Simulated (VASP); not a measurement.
# Ti in VASP: a series of runs

The runs below take Ti through single point, with PBE.

Everything below comes from runs of VASP 6.6.1. Logs are shortened: lines on timing, memory, paths and dates and some standing lists are left out, and cuts for length are marked.

**1. The cell of the first run**

The cell holds a sheet with vacuum, 3 atoms: a = 4.513 Å, b = 4.513 Å, c = 15.000 Å, α = 90.00°, β = 90.00°, γ = 120.00°.

The cell was generated, and may not be a known phase.

**2. Single point, PBE**

Input file INCAR:

```
SYSTEM = Ti
ALGO = Normal
DIPOL = 0.5 0.5 0.505
EDIFF = 1E-7
ENCUT = 520
GGA = PE
IDIPOL = 3
ISIF = 2
ISMEAR = 0
LASPH = .True.
LCHARG = .True.
LDIPOL = .True.
LELF = .True.
LREAL = .False.
LVACPOTAV = .True.
LVHAR = .True.
LWAVE = .False.
NBANDS = 25
NELM = 60
PREC = Accurate
SIGMA = 0.1
```

Input file KPOINTS:

```
k-points
0
Gamma
  6 6 1
  0 0 0
```

Input file POSCAR:

```
Ti
1.0
    4.5126780000      0.0000000000      0.0000000000
   -2.2563390000      3.9080930000      0.0000000000
    0.0000000000      0.0000000000     15.0000000000
Ti
3
Direct
    0.3333333300      0.6666666700      0.5157331600
    0.6666666700      0.3333333300      0.5157331600
    0.0000000000      0.0000000000      0.4842668400
```

Potentials or basis: VASP PAW PBE potentials, release 64 (Ti_sv).

Launch:

```sh
cat potpaw_PBE.64/Ti_sv/POTCAR > POTCAR
mpirun -np 1 vasp_std > vasp.out
```

OUTCAR:

```text
SYSTEM = Ti
   EDIFF = 1E-7
   ENCUT = 520
   GGA = PE
   ISIF = 2
   ISMEAR = 0
   LASPH = .True.
   LREAL = .False.
   NELM = 60
   PREC = Accurate

 ion  position               nearest neighbor table
   1  0.333  0.667  0.516-   2 2.61   2 2.61   2 2.61   3 2.65   3 2.65   3 2.65
   2  0.667  0.333  0.516-   1 2.61   1 2.61   1 2.61   3 2.65   3 2.65   3 2.65
   3  0.000  0.000  0.484-   1 2.65   2 2.65   2 2.65   1 2.65   2 2.65   1 2.65

  LATTYP: Found a hexagonal cell.
 ALAT       =     4.5126780000
 C/A-ratio  =     3.3239686058

  Lattice vectors:

 A1 = (   4.5126780000,   0.0000000000,   0.0000000000)
 A2 = (  -2.2563390000,   3.9080930000,   0.0000000000)
 A3 = (   0.0000000000,   0.0000000000,  15.0000000000)

Analysis of symmetry for initial positions (statically):
=====================================================================
 Subroutine PRICEL returns:
 Original cell was already a primitive cell.

 Routine SETGRP: Setting up the symmetry group for a
 hexagonal supercell.

 Subroutine GETGRP returns: Found 12 space group operations
 (whereof 12 operations were pure point group operations)
 out of a pool of 24 trial point group operations.

The static configuration has the point symmetry C_6v.

Analysis of symmetry for dynamics (positions and initial velocities):
=====================================================================
 Subroutine PRICEL returns:
 Original cell was already a primitive cell.

 Routine SETGRP: Setting up the symmetry group for a
 hexagonal supercell.

 Subroutine GETGRP returns: Found 12 space group operations
 (whereof 12 operations were pure point group operations)
 out of a pool of 24 trial point group operations.

The dynamic configuration has the point symmetry C_6v.

 Subroutine INISYM returns: Found 12 space group operations
 (whereof 12 operations are pure point group operations),
 and found     1 'primitive' translations

----------------------------------------------------------------------------------------

                                     Primitive cell

  volume of cell :     264.5395

  direct lattice vectors                    reciprocal lattice vectors
     4.512678000  0.000000000  0.000000000     0.221597907  0.127939637  0.000000000
    -2.256339000  3.908093000  0.000000000     0.000000000  0.255879274  0.000000000
     0.000000000  0.000000000 15.000000000     0.000000000  0.000000000  0.066666667

  length of vectors
     4.512678000  4.512677318 15.000000000     0.255879235  0.255879274  0.066666667

  position of ions in fractional coordinates (direct lattice)
     0.333333330  0.666666670  0.515733160
     0.666666670  0.333333330  0.515733160
     0.000000000  0.000000000  0.484266840

  ion indices of the primitive-cell ions
   primitive index   ion index
                 1           1
                 2           2
                 3           3

----------------------------------------------------------------------------------------

 KPOINTS: k-points

Automatic generation of k-mesh.
 Grid dimensions read from file:
 generate k-points for:    6    6    1

 Generating k-lattice:

  Cartesian coordinates                     Fractional coordinates (reciprocal lattice)
     0.036932985  0.021323273  0.000000000     0.166666667  0.000000000  0.000000000
     0.000000000  0.042646546  0.000000000     0.000000000  0.166666667  0.000000000
     0.000000000  0.000000000  0.066666667     0.000000000  0.000000000  1.000000000

  Length of vectors
     0.042646539  0.042646546  0.066666667

  Shift w.r.t. Gamma in fractional coordinates (k-lattice)
     0.000000000  0.000000000  0.000000000

 Subroutine IBZKPT returns following result:
 ===========================================

 Found      7 irreducible k-points:

 Following reciprocal coordinates:
            Coordinates               Weight
  0.000000  0.000000  0.000000      1.000000
  0.166667  0.000000  0.000000      6.000000
  0.333333  0.000000  0.000000      6.000000
  0.500000  0.000000  0.000000      3.000000
  0.166667  0.166667  0.000000      6.000000
  0.333333  0.166667  0.000000     12.000000
  0.333333  0.333333  0.000000      2.000000
   k-points           NKPTS =      7   k-points in BZ     NKDIM =      7   number of bands    NBANDS=     25
   number of dos      NEDOS =    301   number of ions     NIONS =      3
   total plane-waves  NPLWV = 145152
   dimension x,y,z NGX =    36 NGY =   36 NGZ =  112
   dimension x,y,z NGXF=    72 NGYF=   72 NGZF=  224
   ions per type =               3
   NGX,Y,Z   is equivalent  to a cutoff of  13.26, 13.26, 12.41 a.u.
   NGXF,Y,Z  is equivalent  to a cutoff of  26.52, 26.52, 24.83 a.u.
 SYSTEM =  Ti
   PREC   = accura    normal or accurate (medium, high low for compatibility)
   ISTART =      0    job   : 0-new  1-cont  2-samecut
   ICHARG =      2    charge: 1-file 2-atom 10-const
   ISPIN  =      1    spin polarized calculation?
   LNONCOLLINEAR =      F non collinear calculations
   LSORBIT =      F    spin-orbit coupling
   LASPH  =      T    aspherical Exc in radial PAW
   ENCUT  =  520.0 eV  38.22 Ry    6.18 a.u.   8.39  8.39 27.89*2*pi/ulx,y,z
   NELM   =     60;   NELMIN=  2; NELMDL= -5     # of ELM steps
   EDIFF  = 0.1E-06   stopping-criterion for ELM
   LREAL  =      F    real-space projection
   EDIFFG = 0.1E-05   stopping-criterion for IOM
   NSW    =      0    number of steps for IOM
   IBRION =     -1    ionic relax: 0-MD 1-quasi-New 2-CG
   NFREE  =      0    steps in history (QN), initial steepest desc. (CG)
   ISIF   =      2    stress and relaxation
   ISYM   =      2    0-nonsym 1-usesym 2-fastsym
   POTIM  = 0.5000    time-step for ionic-motion
   TEBEG  =    0.0;   TEEND  =   0.0 temperature during run
   PSTRESS=    0.0 pullay stress
   NELECT =      36.0000    total number of electrons
   NUPDOWN=      -1.0000    fix difference up-down
   EMIN   =  10.00;   EMAX   =-10.00  energy-range for DOS
   EFERMI =   0.00;   METHOD = LEGACY
   ISMEAR =     0;   SIGMA  =   0.10  broadening in eV -4-tet -1-fermi 0-gaus
   EFERMI_NEDOS =   21; number of points for ismear=-14 and -15
   IALGO  =     38    algorithm
   IMIX   =      4    mixing-type and parameters
     AMIX     =   0.40;   BMIX     =  1.00
     AMIX_MAG =   1.60;   BMIX_MAG =  1.00
  volume/ion in A,a.u.               =      88.18       595.07
  Fermi-wavevector in a.u.,A,eV,Ry     =   0.842065  1.591272  9.647525  0.709073
  Thomas-Fermi vector in A             =   1.956711
   LORBIT       =      0    0 simple, 1 ext, 2 COOP (PROOUT), +10 PAW based schemes
   GGA     = PE    functional components
   LHFCALC =     F    Hartree Fock is set to
   AEXX    =    0.0000 exact exchange contribution
   IVDW    =     0    specifies the selected vdW correction
   LEPSILON=     F    determine dielectric tensor
   LRPA    =     F    only Hartree local field effects (RPA)
 non-spin polarized calculation
 Gauss-broadening in eV      SIGMA  =   0.10
  energy-cutoff  :      520.00
  volume of cell :      264.54
 maximum number of plane-waves:      7201
 NGX is ok and might be reduce to    36
   NGX = 17   NGY = 17   NGZ = 55

 number of electron      36.0000016 magnetization

 dipolmoment           0.000000      0.000000     -0.023218 electrons x Angstroem

 Free energy of the ion-electron system (eV)
  ---------------------------------------------------
  ext. energy  EPLUGINS =         0.00000000
  ---------------------------------------------------
  free energy    TOTEN  =       -18.04104368 eV

  energy without entropy =      -18.01445536  energy(sigma->0) =      -18.02774952

 E-fermi :  -1.9224     XC(G=0):  -3.4286

 val. band max:       -1.9393470197   @ k =   0.0000   0.0000   0.0000
 cond. band min:      -1.8764145786   @ k =   0.3333   0.0000   0.0000
 fundamental gap:      0.0629324412
 Fermi energy:        -1.9223962875

 k-point     1 :       0.0000    0.0000    0.0000
  band No.  band energies     occupation
      1     -58.5098      2.00000
      2     -58.2514      2.00000
      3     -58.2079      2.00000
      4     -34.9230      2.00000
      5     -34.9230      2.00000
      6     -34.8946      2.00000
[... 17 lines left out ...]
     24      -0.2020      0.00000
     25      -0.2020      0.00000

 k-point     2 :       0.1667    0.0000    0.0000
  band No.  band energies     occupation
      1     -58.4884      2.00000
      2     -58.2613      2.00000
      3     -58.2203      2.00000
      4     -35.0961      2.00000
      5     -35.0492      2.00000
      6     -34.7512      2.00000
[... 17 lines left out ...]
     24       0.0894      0.00000
     25       0.1911      0.00000

 k-point     3 :       0.3333    0.0000    0.0000
  band No.  band energies     occupation
      1     -58.4314      2.00000
      2     -58.2938      2.00000
      3     -58.2467      2.00000
      4     -35.2235      2.00000
      5     -35.0184      2.00000
      6     -34.7017      2.00000
[... 17 lines left out ...]
     24      -0.0042      0.00000
     25       0.2364      0.00000

 k-point     4 :       0.5000    0.0000    0.0000
  band No.  band energies     occupation
      1     -58.3663      2.00000
      2     -58.3485      2.00000
      3     -58.2581      2.00000
      4     -35.2687      2.00000
      5     -34.8362      2.00000
      6     -34.8348      2.00000
[... 17 lines left out ...]
     24       0.2287      0.00000
     25       0.7406      0.00000

 k-point     5 :       0.1667    0.1667    0.0000
  band No.  band energies     occupation
      1     -58.4493      2.00000
      2     -58.2789      2.00000
      3     -58.2432      2.00000
      4     -35.1352      2.00000
      5     -35.1114      2.00000
      6     -34.7230      2.00000
[... 17 lines left out ...]
     24       0.0673      0.00000
     25       0.1066      0.00000

 k-point     6 :       0.3333    0.1667    0.0000
  band No.  band energies     occupation
      1     -58.3855      2.00000
      2     -58.3166      2.00000
      3     -58.2708      2.00000
      4     -35.1890      2.00000
      5     -34.9958      2.00000
      6     -34.7684      2.00000
[... 17 lines left out ...]
     24       0.1250      0.00000
     25       0.5559      0.00000

 k-point     7 :       0.3333    0.3333    0.0000
  band No.  band energies     occupation
      1     -58.3463      2.00000
      2     -58.3135      2.00000
      3     -58.3135      2.00000
      4     -35.0378      2.00000
      5     -34.9818      2.00000
      6     -34.9818      2.00000
[... 17 lines left out ...]
     24       0.0972      0.00000
     25       1.0604      0.00000

------------------------ aborting loop because EDIFF is reached ----------------------------------------

  FORCE on cell =-STRESS in cart. coord.  units (eV):
  Direction    XX          YY          ZZ          XY          YZ          ZX
  --------------------------------------------------------------------------------------
  -------------------------------------------------------------------------------------
  Total        0.9381932      0.9381928      0.2334402     -0.0000000      0.0000000     -0.0000000
  in kB        5.6821454      5.6821432      1.4138253     -0.0000000      0.0000000     -0.0000000
  external PRESSURE =       4.2593713 kB  Pullay stress =       0.0000000 kB

 VOLUME and BASIS-vectors are now :
 -----------------------------------------------------------------------------
  energy-cutoff  :      520.00
  volume of cell :      264.54
      direct lattice vectors                 reciprocal lattice vectors
     4.512678000  0.000000000  0.000000000     0.221597907  0.127939637  0.000000000
    -2.256339000  3.908093000  0.000000000     0.000000000  0.255879274  0.000000000
     0.000000000  0.000000000 15.000000000     0.000000000  0.000000000  0.066666667

 POSITION                                       TOTAL-FORCE (eV/Angst)
 -----------------------------------------------------------------------------------
     -0.00000      2.60540      7.73600         0.000000     -0.000000      0.267678
      2.25634      1.30270      7.73600        -0.000000      0.000000      0.267678
      0.00000      0.00000      7.26400         0.000000      0.000000     -0.535356
 -----------------------------------------------------------------------------------
    total drift:                                0.000000      0.000000      0.000005

  FREE ENERGIE OF THE ION-ELECTRON SYSTEM (eV)
  ---------------------------------------------------
  free  energy   TOTEN  =       -18.0410436806 eV

  energy  without entropy=      -18.0144553582  energy(sigma->0) =      -18.02774952

 vacuum level on the upper side and lower side of the slab         2.520         2.758
```

Run time: 2 min. Hardware: 1 thread of Intel Xeon Platinum 8488C (Sapphire Rapids), shared host; peak memory 0.36 GiB.

Results:

```
Free energy            : -18.0410 eV
Largest force          : 0.535 eV/Å
Band gap on the k mesh : zero (bands 18 and 19 overlap by 0.30 eV)
```

Forces on the atoms (eV/Å):
```
Ti   0.000  0.000  0.268
Ti   0.000  0.000  0.268
Ti   0.000  0.000 -0.535
```

Levels at points of the mesh, in eV from the Fermi level:
```tsv
k point	band 15	band 16	band 17	band 18	band 19	band 20	band 21	band 22
(0.00, 0.00, 0.00)	-0.41	-0.32	-0.32	-0.15	-0.02	0.74	0.74	1.24
(0.50, 0.00, 0.00)	-1.51	-0.75	-0.53	-0.27	-0.15	-0.06	1.09	1.41
```

**3. Single point, PBE**

This run uses another cell than the first one.

Input file INCAR:

```
SYSTEM = Ti
PREC     = Accurate       ! precision mode
ENCUT    = 520            ! plane-wave cutoff, eV
EDIFF    = 1E-6           ! SCF threshold, eV
ISMEAR   = 0              ! smearing method
SIGMA    = 0.1            ! smearing width, eV
LREAL    = .False.        ! projectors in reciprocal space
LASPH    = .True.         ! aspherical terms in the spheres
NELM     = 60             ! most SCF steps
ALGO     = Normal         ! electronic algorithm
ISIF     = 2              ! what is computed and relaxed
LWAVE    = .False.        ! write WAVECAR
LCHARG   = .False.        ! write CHGCAR
LDIPOL   = .True.       
IDIPOL   = 3            
DIPOL    = 0.5 0.5 0.306
GGA      = PE             ! functional
NBANDS   = 25             ! bands
```

Input file KPOINTS:

```
regular mesh
0
Gamma
  6 6 1
  0 0 0
```

Input file POSCAR:

```
Ti
1.0
    4.1923982383      0.0000000000      0.0000000000
   -2.0961991192      3.6307233772      0.0000000000
    0.0000000000      0.0000000000     24.7439896000
Ti
3
Direct
    0.3333333333      0.6666666667      0.3244455008
    0.6666666667      0.3333333333      0.3244455008
    0.0000000000      0.0000000000      0.2699582935
```

Potentials or basis: VASP PAW PBE potentials, release 64 (Ti_sv).

Launch:

```sh
cat potpaw_PBE.64/Ti_sv/POTCAR > POTCAR
mpirun -np 1 vasp_std > vasp.out
```

OUTCAR:

```text
SYSTEM = Ti
   PREC = Accurate
   ENCUT = 520
   EDIFF = 1E-6
   ISMEAR = 0
   LREAL = .False.
   LASPH = .True.
   NELM = 60
   ISIF = 2
   GGA = PE

 ion  position               nearest neighbor table
   1  0.333  0.667  0.324-   2 2.42   2 2.42   2 2.42   3 2.77   3 2.77   3 2.77
   2  0.667  0.333  0.324-   1 2.42   1 2.42   1 2.42   3 2.77   3 2.77   3 2.77
   3  0.000  0.000  0.270-   1 2.77   2 2.77   2 2.77   1 2.77   2 2.77   1 2.77

  LATTYP: Found a hexagonal cell.
 ALAT       =     4.1923982383
 C/A-ratio  =     5.9021085769

[... 377 lines left out ...]
  Direction    XX          YY          ZZ          XY          YZ          ZX
  --------------------------------------------------------------------------------------
  -------------------------------------------------------------------------------------
  Total       -0.0359665     -0.0359665     -0.0480239      0.0000000      0.0000000      0.0000000
  in kB       -0.1529971     -0.1529971     -0.2042880      0.0000000      0.0000000      0.0000000
  external PRESSURE =      -0.1700941 kB  Pullay stress =       0.0000000 kB

 VOLUME and BASIS-vectors are now :
 -----------------------------------------------------------------------------
  energy-cutoff  :      520.00
  volume of cell :      376.64
      direct lattice vectors                 reciprocal lattice vectors
     4.192398238  0.000000000  0.000000000     0.238526958  0.137713604  0.000000000
    -2.096199119  3.630723377  0.000000000     0.000000000  0.275427207  0.000000000
     0.000000000  0.000000000 24.743989600     0.000000000  0.000000000  0.040413855

 POSITION                                       TOTAL-FORCE (eV/Angst)
 -----------------------------------------------------------------------------------
     -0.00000      2.42048      8.02808         0.000000     -0.000000     -0.011136
      2.09620      1.21024      8.02808        -0.000000      0.000000     -0.011136
      0.00000      0.00000      6.67985         0.000000      0.000000      0.022272
 -----------------------------------------------------------------------------------
    total drift:                               -0.000000     -0.000000     -0.000624

  FREE ENERGIE OF THE ION-ELECTRON SYSTEM (eV)
  ---------------------------------------------------
  free  energy   TOTEN  =       -18.6282569386 eV

  energy  without entropy=      -18.5889857314  energy(sigma->0) =      -18.60862133

 vacuum level on the upper side and lower side of the slab         1.932         1.391
```

stdout:

```text
POSCAR found type information on POSCAR Ti
 POSCAR found :  1 types and       3 ions
 scaLAPACK will be used
 LDA part: xc-table for (Slater+PW92), standard interpolation
 POSCAR, INCAR and KPOINTS ok, starting setup
 FFT: planning ... GRIDC
 FFT: planning ... GRID_SOFT
 FFT: planning ... GRID
 WAVECAR not read
 entering main loop
```

It took 2.4 min on 1 thread of Intel Xeon Platinum 8488C (Sapphire Rapids), shared host; peak memory 0.42 GiB.

What came out:

```yaml
Free_energy: -18.6283 eV
Largest_force: 0.022 eV/Å
Band_gap_on_the_k_mesh: zero (bands 18 and 19 overlap by 0.28 eV)
```

Forces in eV/Å, atoms in the order of the input:
```
Ti   0.000  0.000 -0.011
Ti   0.000  0.000 -0.011
Ti   0.000  0.000  0.022
```

**4. Single point, PBE**

This run uses another cell than the first one.

Input file INCAR:

```
SYSTEM = Ti
PREC = Accurate ; ENCUT = 520
EDIFF = 1E-6 ; ISMEAR = 0
SIGMA = 0.1 ; LREAL = .FALSE.
LASPH = .TRUE. ; NELM = 100
ALGO = Normal ; ISIF = 2
LWAVE = .FALSE. ; LCHARG = .FALSE.
LDIPOL = .TRUE. ; IDIPOL = 3
DIPOL = 0.5 0.5 0.306 ; GGA = PE
NBANDS = 25
```

Input file KPOINTS:

```
regular mesh
0
G
  12 12 1
  0 0 0
```

POSCAR is that of step 3.

Launch:

```sh
cat potpaw_PBE.64/Ti_sv/POTCAR > POTCAR
mpirun -np 1 vasp_std > vasp.out
```

Run time: 4.8 min. Hardware: 1 thread of Intel Xeon Platinum 8488C (Sapphire Rapids), shared host; peak memory 0.48 GiB.

It converged, with:

| Item | Value |
| --- | --- |
| Free energy | -18.6017 eV |
| Largest force | 0.025 eV/Å |
| Band gap on the k mesh | zero (bands 18 and 19 overlap by 0.29 eV) |

Forces on the atoms (eV/Å):
```
Ti   0.000  0.000 -0.012
Ti   0.000  0.000 -0.012
Ti   0.000  0.000  0.025
```

Levels at points of the mesh, in eV from the Fermi level:
```
           k point  band 15  band 16  band 17  band 18  band 19  band 20  band 21  band 22
(0.00, 0.00, 0.00)    -0.81    -0.81    -0.60    -0.60    -0.16     0.85     1.16     1.16
(0.50, 0.00, 0.00)    -1.41    -0.71    -0.52    -0.18    -0.09     0.91     0.94     1.24
```

(Continued in part 2 of 2.)

The gap in the log of VASP goes by the Fermi energy; the results here count the filled bands.